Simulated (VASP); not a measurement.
# BaTiO3 (P4mm) in VASP: a series of runs

BaTiO3 is run at these levels: PBE; tasks: single point.

Everything below comes from runs of VASP 6.6.1. Logs are shortened: lines on timing, memory, paths and dates and some standing lists are left out, and cuts for length are marked.

## (1) The cell of the first run

Symmetry: P4mm, No. 99, tetragonal system. Conventional cell: a = 3.985 Å, b = 3.985 Å, c = 4.200 Å, α = 90.00°, β = 90.00°, γ = 90.00°. Within 3.7 Å of Ba (site symmetry 4mm) lie 12 O at 2.80 to 2.99 Å and 8 Ti at 3.47 to 3.56 Å. Ti (site symmetry 4mm) has 6 O at 1.81 to 2.39 Å within 2.4 Å. O (site symmetry 2mm) has 2 Ti at 2.00 Å within 2.7 Å. O (site symmetry 4mm) has 2 Ti at 1.81 to 2.39 Å within 2.4 Å.

## (2) Single point, PBE

Contents of INCAR:

```
PREC     = Accurate       # precision mode
ENCUT    = 520            # plane-wave cutoff, eV
EDIFF    = 1E-6           # SCF threshold, eV
ISMEAR   = 0              # smearing method
SIGMA    = 0.02           # smearing width, eV
LREAL    = False          # projectors in reciprocal space
LASPH    = True           # aspherical terms in the spheres
NELM     = 80             # most SCF steps
ALGO     = Normal         # electronic algorithm
ISIF     = 2              # what is computed and relaxed
LWAVE    = False          # write WAVECAR
LCHARG   = True           # write CHGCAR
GGA      = PE             # functional
LELF     = True           # ELF
LVHAR    = True         
NBANDS   = 28             # bands
```

Contents of KPOINTS:

```
regular mesh
0
Gamma
  8 8 6
```

Contents of POSCAR:

```
BaTiO3
1.0
    3.9854497962      0.0000000000      0.0000000000
    0.0000000000      3.9854497962      0.0000000000
    0.0000000000      0.0000000000      4.2004826514
Ba Ti O
1 1 3
Direct
    0.5000000000      0.5000000000      0.5912757175
    0.0000000000      0.0000000000      0.1084227160
    0.0000000000      0.5000000000      0.0602445497
    0.5000000000      0.0000000000      0.0602445497
    0.0000000000      0.0000000000      0.5398094571
```

Potentials or basis: VASP PAW PBE potentials, release 64 (Ba_sv, Ti_sv, O).

Command:

```console
> cat potpaw_PBE.64/Ba_sv/POTCAR potpaw_PBE.64/Ti_sv/POTCAR potpaw_PBE.64/O/POTCAR > POTCAR
> mpirun -np 1 vasp_std > vasp.out
```

OUTCAR:

```text
PREC = Accurate
   ENCUT = 520
   EDIFF = 1E-6
   ISMEAR = 0
   LREAL = False
   LASPH = True
   NELM = 80
   ISIF = 2
   GGA = PE

 ion  position               nearest neighbor table
   1  0.500  0.500  0.591-   3 2.80   4 2.80   4 2.80   3 2.80   5 2.83   5 2.83   5 2.83   5 2.83
                             3 2.99   4 2.99   3 2.99   4 2.99   2 3.47   2 3.47   2 3.47   2 3.47
   2  0.000  0.000  0.108-   5 1.81   4 2.00   3 2.00   3 2.00   4 2.00   5 2.39   1 3.47   1 3.47
                             1 3.47   1 3.47   1 3.56   1 3.56   1 3.56   1 3.56
   3  0.000  0.500  0.060-   2 2.00   2 2.00   1 2.80   1 2.80   1 2.99   1 2.99
   4  0.500  0.000  0.060-   2 2.00   2 2.00   1 2.80   1 2.80   1 2.99   1 2.99
   5  0.000  0.000  0.540-   2 1.81   2 2.39   1 2.83   1 2.83   1 2.83   1 2.83

  LATTYP: Found a simple tetragonal cell.
 ALAT       =     3.9854497962
 C/A-ratio  =     1.0539544760

  Lattice vectors:

 A1 = (   3.9854497962,   0.0000000000,   0.0000000000)
 A2 = (   0.0000000000,   3.9854497962,   0.0000000000)
 A3 = (   0.0000000000,   0.0000000000,   4.2004826514)

Analysis of symmetry for initial positions (statically):
=====================================================================
 Subroutine PRICEL returns:
 Original cell was already a primitive cell.

 Routine SETGRP: Setting up the symmetry group for a
 simple tetragonal supercell.

 Subroutine GETGRP returns: Found  8 space group operations
 (whereof  8 operations were pure point group operations)
 out of a pool of 16 trial point group operations.

The static configuration has the point symmetry C_4v.

Analysis of symmetry for dynamics (positions and initial velocities):
=====================================================================
 Subroutine PRICEL returns:
 Original cell was already a primitive cell.

 Routine SETGRP: Setting up the symmetry group for a
 simple tetragonal supercell.

 Subroutine GETGRP returns: Found  8 space group operations
 (whereof  8 operations were pure point group operations)
 out of a pool of 16 trial point group operations.

The dynamic configuration has the point symmetry C_4v.

 Subroutine INISYM returns: Found  8 space group operations
 (whereof  8 operations are pure point group operations),
 and found     1 'primitive' translations

----------------------------------------------------------------------------------------

                                     Primitive cell

  volume of cell :      66.7197

  direct lattice vectors                    reciprocal lattice vectors
     3.985449796  0.000000000  0.000000000     0.250912708  0.000000000  0.000000000
     0.000000000  3.985449796  0.000000000     0.000000000  0.250912708  0.000000000
     0.000000000  0.000000000  4.200482651     0.000000000  0.000000000  0.238067880

  length of vectors
     3.985449796  3.985449796  4.200482651     0.250912708  0.250912708  0.238067880

  position of ions in fractional coordinates (direct lattice)
     0.500000000  0.500000000  0.591275717
     0.000000000  0.000000000  0.108422716
     0.000000000  0.500000000  0.060244550
     0.500000000  0.000000000  0.060244550
     0.000000000  0.000000000  0.539809457

  ion indices of the primitive-cell ions
   primitive index   ion index
                 1           1
                 2           2
                 3           3
                 4           4
                 5           5

----------------------------------------------------------------------------------------

 KPOINTS: regular mesh

Automatic generation of k-mesh.
 Grid dimensions read from file:
 generate k-points for:    8    8    6

 Generating k-lattice:

  Cartesian coordinates                     Fractional coordinates (reciprocal lattice)
     0.031364088  0.000000000  0.000000000     0.125000000  0.000000000  0.000000000
     0.000000000  0.031364088  0.000000000     0.000000000  0.125000000  0.000000000
     0.000000000  0.000000000  0.039677980     0.000000000  0.000000000  0.166666667

  Length of vectors
     0.031364088  0.031364088  0.039677980

  Shift w.r.t. Gamma in fractional coordinates (k-lattice)
     0.000000000  0.000000000  0.000000000

 Subroutine IBZKPT returns following result:
 ===========================================

 Found     60 irreducible k-points:

 Following reciprocal coordinates:
            Coordinates               Weight
  0.000000  0.000000  0.000000      1.000000
  0.125000  0.000000  0.000000      4.000000
  0.250000  0.000000  0.000000      4.000000
  0.375000  0.000000  0.000000      4.000000
  0.500000  0.000000  0.000000      2.000000
  0.125000  0.125000  0.000000      4.000000
[... 16 lines left out ...]
  0.375000  0.125000  0.166667     16.000000
  0.500000  0.125000  0.166667      8.000000
 [... further k-points ...]
   k-points           NKPTS =     60   k-points in BZ     NKDIM =     60   number of bands    NBANDS=     28
[... 34 lines left out ...]
   IALGO  =     38    algorithm
   IMIX   =      4    mixing-type and parameters
     AMIX     =   0.40;   BMIX     =  1.00
     AMIX_MAG =   1.60;   BMIX_MAG =  1.00
  volume/ion in A,a.u.               =      13.34        90.05
  Fermi-wavevector in a.u.,A,eV,Ry     =   1.380417  2.608609 25.926585  1.905550
  Thomas-Fermi vector in A             =   2.505296
   LORBIT       =      0    0 simple, 1 ext, 2 COOP (PROOUT), +10 PAW based schemes
   GGA     = PE    functional components
   LHFCALC =     F    Hartree Fock is set to
   AEXX    =    0.0000 exact exchange contribution
   IVDW    =     0    specifies the selected vdW correction
   LEPSILON=     F    determine dielectric tensor
   LRPA    =     F    only Hartree local field effects (RPA)
 non-spin polarized calculation
 Gauss-broadening in eV      SIGMA  =   0.02
  energy-cutoff  :      520.00
  volume of cell :       66.72
 maximum number of plane-waves:      1828
 NGX is ok and might be reduce to    30
   NGX = 15   NGY = 15   NGZ = 15

 number of electron      39.9999982 magnetization

 Free energy of the ion-electron system (eV)
  ---------------------------------------------------
  ext. energy  EPLUGINS =         0.00000000
  ---------------------------------------------------
  free energy    TOTEN  =       -40.04013258 eV

  energy without entropy =      -40.04013258  energy(sigma->0) =      -40.04013258

 E-fermi :   3.8397     XC(G=0): -11.0244

 val. band max:        3.7475983147   @ k =   0.5000   0.5000   0.5000
 cond. band min:       5.5355138846   @ k =   0.0000   0.0000   0.0000
 fundamental gap:      1.7879155699
 Fermi energy:         3.8397357455

 k-point     1 :       0.0000    0.0000    0.0000
  band No.  band energies     occupation
      1     -52.9041      2.00000
      2     -29.2402      2.00000
      3     -29.1014      2.00000
      4     -29.1014      2.00000
      5     -21.4419      2.00000
      6     -13.2688      2.00000
[... 20 lines left out ...]
     27       8.8226      0.00000
     28      10.4055      0.00000

 k-point     2 :       0.1250    0.0000    0.0000
  band No.  band energies     occupation
      1     -52.9040      2.00000
      2     -29.2398      2.00000
      3     -29.1093      2.00000
      4     -29.1011      2.00000
      5     -21.4262      2.00000
      6     -13.2732      2.00000
[... 20 lines left out ...]
     27       9.1110      0.00000
     28      10.7813      0.00000

 k-point     3 :       0.2500    0.0000    0.0000
  band No.  band energies     occupation
      1     -52.9036      2.00000
      2     -29.2390      2.00000
      3     -29.1282      2.00000
      4     -29.1004      2.00000
      5     -21.3878      2.00000
      6     -13.3246      2.00000
[... 20 lines left out ...]
     27       9.8197      0.00000
     28      11.7328      0.00000

 k-point     4 :       0.3750    0.0000    0.0000
  band No.  band energies     occupation
      1     -52.9032      2.00000
      2     -29.2382      2.00000
      3     -29.1470      2.00000
      4     -29.0997      2.00000
      5     -21.3487      2.00000
      6     -13.4140      2.00000
[... 578 lines left out ...]
     27      10.3108      0.00000
     28      11.4907      0.00000

 k-point    23 :       0.3750    0.1250    0.1667
  band No.  band energies     occupation
      1     -52.9029      2.00000
      2     -29.2449      2.00000
      3     -29.1461      2.00000
      4     -29.1071      2.00000
      5     -21.3258      2.00000
      6     -13.2663      2.00000
[... 20 lines left out ...]
     27      11.0744      0.00000
     28      11.8881      0.00000

 k-point    24 :       0.5000    0.1250    0.1667
  band No.  band energies     occupation
      1     -52.9028      2.00000
      2     -29.2446      2.00000
      3     -29.1538      2.00000
      4     -29.1068      2.00000
      5     -21.3112      2.00000
      6     -13.2922      2.00000
[... 20 lines left out ...]
     27      11.4030      0.00000
     28      12.0391      0.00000

 [... further k-points ...]
[... 5 lines left out ...]
  --------------------------------------------------------------------------------------
  -------------------------------------------------------------------------------------
  Total        0.6609390      0.6609390      0.6928828      0.0000000      0.0000000      0.0000000
  in kB       15.8715042     15.8715042     16.6385888      0.0000000      0.0000000      0.0000000
  external PRESSURE =      16.1271991 kB  Pullay stress =       0.0000000 kB

 VOLUME and BASIS-vectors are now :
 -----------------------------------------------------------------------------
  energy-cutoff  :      520.00
  volume of cell :       66.72
      direct lattice vectors                 reciprocal lattice vectors
     3.985449796  0.000000000  0.000000000     0.250912708  0.000000000  0.000000000
     0.000000000  3.985449796  0.000000000     0.000000000  0.250912708  0.000000000
     0.000000000  0.000000000  4.200482651     0.000000000  0.000000000  0.238067880

 POSITION                                       TOTAL-FORCE (eV/Angst)
 -----------------------------------------------------------------------------------
      1.99272      1.99272      2.48364        -0.000000     -0.000000     -0.050363
      0.00000      0.00000      0.45543        -0.000000      0.000000     -0.080404
      0.00000      1.99272      0.25306        -0.000000      0.000000      0.024250
      1.99272      0.00000      0.25306        -0.000000      0.000000      0.024250
      0.00000      0.00000      2.26746         0.000000      0.000000      0.082266
 -----------------------------------------------------------------------------------
    total drift:                                0.000000      0.000000      0.000103

  FREE ENERGIE OF THE ION-ELECTRON SYSTEM (eV)
  ---------------------------------------------------
  free  energy   TOTEN  =       -40.0401325850 eV

  energy  without entropy=      -40.0401325850  energy(sigma->0) =      -40.04013258
```

Wall time 3 min (1 thread of Intel Xeon 8259CL, shared host); peak memory 0.25 GiB.

Results:

* Free energy: -40.0401 eV
* Pressure: 1.6 GPa
* Largest force: 0.082 eV/Å
* Band gap on the k mesh: 1.79 eV, indirect (least direct gap 2.35 eV)

Forces in eV/Å, atoms in the order of the input:
```
Ba   0.000  0.000 -0.050
Ti   0.000  0.000 -0.080
O    0.000  0.000  0.024
O    0.000  0.000  0.024
O    0.000  0.000  0.082
```

Stress tensor (GPa, compression positive):
```
1.59 0.00 0.00
0.00 1.59 0.00
0.00 0.00 1.66
```

Caveat: spin-orbit coupling is left out, which moves the levels of the heavy elements. Expect the measured gap to be larger: semilocal functionals such as PBE lack the derivative discontinuity.

## (3) Single point, PBE (equal strain along all axes, cell held: +1.5 %, then relaxed in part)

Contents of INCAR:

```
SYSTEM = BaTiO3
ALGO = Normal
EDIFF = 1E-7
ENCUT = 520
GGA = PE
ISIF = 2
ISMEAR = 0
LASPH = .True.
LCHARG = .False.
LREAL = .False.
LWAVE = .False.
NBANDS = 28
NELM = 80
PREC = Accurate
SIGMA = 0.02
```

Contents of KPOINTS:

```
k-points
0
Gamma
  8 8 6
  0 0 0
```

Contents of POSCAR:

```
BaTiO3
1.0
    4.0452315431      0.0000000000      0.0000000000
    0.0000000000      4.0452315431      0.0000000000
    0.0000000000      0.0000000000      4.2634898911
Ba Ti O
1 1 3
Direct
    0.5000000000      0.5000000000      0.5967617465
    0.0000000000      0.0000000000      0.1117697997
    0.0000000000      0.5000000000      0.0592912147
    0.5000000000      0.0000000000      0.0592912147
    0.0000000000      0.0000000000      0.5328830144
```

Potentials or basis: VASP PAW PBE potentials, release 64 (Ba_sv, Ti_sv, O).

Command:

```console
> cat potpaw_PBE.64/Ba_sv/POTCAR potpaw_PBE.64/Ti_sv/POTCAR potpaw_PBE.64/O/POTCAR > POTCAR
> mpirun -np 1 vasp_std > vasp.out
```

Wall time 3.1 min (1 thread of Intel Xeon 8259CL, shared host); peak memory 0.26 GiB.

The run converged. Its results:

```yaml
Free_energy: -40.0167 eV
Pressure: -3.6 GPa
Largest_force: 0.101 eV/Å
Band_gap_on_the_k_mesh: 1.74 eV, indirect (least direct gap 2.32 eV)
```

Forces on the atoms (eV/Å):
```
Ba   0.000  0.000 -0.051
Ti   0.000  0.000 -0.094
O    0.000  0.000  0.022
O    0.000  0.000  0.022
O    0.000  0.000  0.101
```

Stress tensor (GPa, compression positive):
```
-4.58  0.00  0.00
 0.00 -4.58  0.00
 0.00  0.00 -1.64
```

Levels at points of the mesh, in eV from the valence-band top:
```csv
k point,band 16,band 17,band 18,band 19,band 20,band 21,band 22,band 23,band 24,band 25
"(0.00, 0.00, 0.00)",-1.88,-1.27,-1.07,-0.58,-0.58,1.74,2.49,2.49,3.76,4.13
"(0.50, 0.00, 0.00)",-1.88,-1.88,-1.68,-1.62,-1.46,2.53,3.23,3.37,3.96,5.09
"(0.50, 0.50, 0.00)",-2.93,-2.13,-1.24,-1.24,-0.06,3.41,3.41,3.70,3.84,6.99
"(0.00, 0.00, 0.50)",-2.30,-2.01,-1.90,-0.73,-0.73,1.85,3.36,3.36,3.77,5.59
"(0.50, 0.00, 0.50)",-2.46,-1.88,-1.18,-1.08,-0.56,3.29,3.37,3.54,4.49,6.65
"(0.50, 0.50, 0.50)",-2.73,-2.70,-0.51,-0.51,0.00,3.77,3.77,3.83,5.63,6.18
```

Caveat: the cell differs from its parent crystal (equal strain along all axes, cell held: +1.5 %, then relaxed in part); spin-orbit coupling is left out, which moves the levels of the heavy elements.

## (4) Single point, PBE

This run uses another cell than the first one, of 13.95 Å³/atom, 1.046 times its volume.

Contents of INCAR:

```
ALGO = Normal
EDIFF = 1E-7
ENCUT = 520
GGA = PE
ISIF = 2
ISMEAR = 0
LASPH = T
LCHARG = T
LELF = T
LREAL = F
LVHAR = T
LWAVE = F
NBANDS = 28
NELM = 60
PREC = Accurate
SIGMA = 0.02
```

Contents of KPOINTS:

```
k-points
0
Gamma
  8 8 6
```

POSCAR is that of step 3.

Command:

```console
> cat potpaw_PBE.64/Ba_sv/POTCAR potpaw_PBE.64/Ti_sv/POTCAR potpaw_PBE.64/O/POTCAR > POTCAR
> mpirun -np 1 vasp_std > vasp.out
```

Wall time 3.3 min (1 thread of Intel Xeon 8259CL, shared host); peak memory 0.26 GiB.

Results (log left out):

```yaml
Free_energy: -40.0167 eV
Pressure: -3.6 GPa
Largest_force: 0.101 eV/Å
Band_gap_on_the_k_mesh: 1.74 eV, indirect (least direct gap 2.32 eV)
```

Forces on the atoms (eV/Å):
```
Ba   0.000  0.000 -0.051
Ti   0.000  0.000 -0.094
O    0.000  0.000  0.022
O    0.000  0.000  0.022
O    0.000  0.000  0.101
```

Stress tensor (GPa, compression positive):
```
-4.58  0.00  0.00
 0.00 -4.58  0.00
 0.00  0.00 -1.64
```

Levels at points of the mesh, in eV from the valence-band top:
```tsv
k point	band 17	band 18	band 19	band 20	band 21	band 22	band 23	band 24
(0.00, 0.00, 0.00)	-1.27	-1.07	-0.58	-0.58	1.74	2.49	2.49	3.76
(0.50, 0.00, 0.00)	-1.88	-1.68	-1.62	-1.46	2.53	3.23	3.37	3.96
(0.50, 0.50, 0.00)	-2.13	-1.24	-1.24	-0.06	3.41	3.41	3.70	3.84
(0.00, 0.00, 0.50)	-2.01	-1.90	-0.73	-0.73	1.85	3.36	3.36	3.77
(0.50, 0.00, 0.50)	-1.88	-1.18	-1.08	-0.56	3.29	3.37	3.54	4.49
(0.50, 0.50, 0.50)	-2.70	-0.51	-0.51	0.00	3.77	3.77	3.83	5.63
```

Caveat: spin-orbit coupling is left out, which moves the levels of the heavy elements. PBE gaps usually lie below the measured ones, often by a third to a half.

## (5) Single point, PBE (equal strain along all axes, cell held: +3.0 %, then relaxed in part)

Contents of INCAR:

```
SYSTEM = BaTiO3
ALGO = Normal ; EDIFF = 1E-6
ENCUT = 520 ; GGA = PE
ISIF = 2 ; ISMEAR = 0
LASPH = .True. ; LCHARG = .False.
LREAL = .False. ; LWAVE = .False.
NBANDS = 28 ; NELM = 80
PREC = Accurate ; SIGMA = 0.02
```

Contents of KPOINTS:

```
k-points
0
Gamma
  8 8 6
  0 0 0
```

Contents of POSCAR:

```
BaTiO3
1.0
    4.1050132901      0.0000000000      0.0000000000
    0.0000000000      4.1050132901      0.0000000000
    0.0000000000      0.0000000000      4.3264971309
Ba Ti O
1 1 3
Direct
    0.5000000000      0.5000000000      0.6048510521
    0.0000000000      0.0000000000      0.1145402535
    0.0000000000      0.5000000000      0.0574081972
    0.5000000000      0.0000000000      0.0574081972
    0.0000000000      0.0000000000      0.5257892901
```

Command:

```console
> cat potpaw_PBE.64/Ba_sv/POTCAR potpaw_PBE.64/Ti_sv/POTCAR potpaw_PBE.64/O/POTCAR > POTCAR
> mpirun -np 1 vasp_std > vasp.out
```

It took 2.6 min on 1 thread of Intel Xeon 8259CL, shared host; peak memory 0.26 GiB.

Results (log left out):

```yaml
Free_energy: -39.9015 eV
Pressure: -7.6 GPa
Largest_force: 0.121 eV/Å
Band_gap_on_the_k_mesh: 1.70 eV, indirect (least direct gap 2.27 eV)
```

Forces in eV/Å, atoms in the order of the input:
```
Ba   0.000  0.000 -0.063
Ti   0.000  0.000 -0.112
O    0.000  0.000  0.027
O    0.000  0.000  0.027
O    0.000  0.000  0.121
```

Stress tensor (GPa, compression positive):
```
-9.36  0.00  0.00
 0.00 -9.36  0.00
 0.00  0.00 -4.00
```

Levels at points of the mesh, in eV from the valence-band top:
| k point | band 18 | band 19 | band 20 | band 21 | band 22 | band 23 |
| --- | --- | --- | --- | --- | --- | --- |
| (0.00, 0.00, 0.00) | -1.19 | -0.57 | -0.57 | 1.70 | 2.56 | 2.56 |
| (0.50, 0.00, 0.00) | -1.76 | -1.54 | -1.52 | 2.56 | 3.06 | 3.24 |
| (0.50, 0.50, 0.00) | -1.26 | -1.26 | -0.05 | 3.28 | 3.28 | 3.52 |
| (0.00, 0.00, 0.50) | -1.80 | -0.71 | -0.71 | 1.80 | 3.30 | 3.30 |
| (0.50, 0.00, 0.50) | -1.17 | -1.06 | -0.58 | 3.12 | 3.31 | 3.40 |
| (0.50, 0.50, 0.50) | -0.55 | -0.55 | 0.00 | 3.61 | 3.61 | 3.62 |

Caveat: the cell differs from its parent crystal (equal strain along all axes, cell held: +3.0 %, then relaxed in part); spin-orbit coupling is left out, which moves the levels of the heavy elements. A k mesh can miss the band edges.

## (6) Summary

```tsv
cell	gap on the mesh (eV)	pressure (GPa)	largest force (eV/Å)
a = 3.985, b = 3.985, c = 4.200 Å, 5 atoms	1.79	1.6	0.08
a = 4.045, b = 4.045, c = 4.263 Å, 5 atoms	1.74	-3.6	0.10
a = 4.105, b = 4.105, c = 4.326 Å, 5 atoms	1.70	-7.6	0.12
```

Alike in all rows: task single point; level PBE; potentials or basis VASP PAW PBE potentials, release 64 (Ba_sv, Ti_sv, O); no spin polarisation; k mesh 8 × 8 × 6; cutoff (eV) 520; smearing gaussian 0.02 eV.

Caveats: spin-orbit coupling is left out, which moves the levels of the heavy elements.

Absolute energies hang on the potentials; compare differences alone.
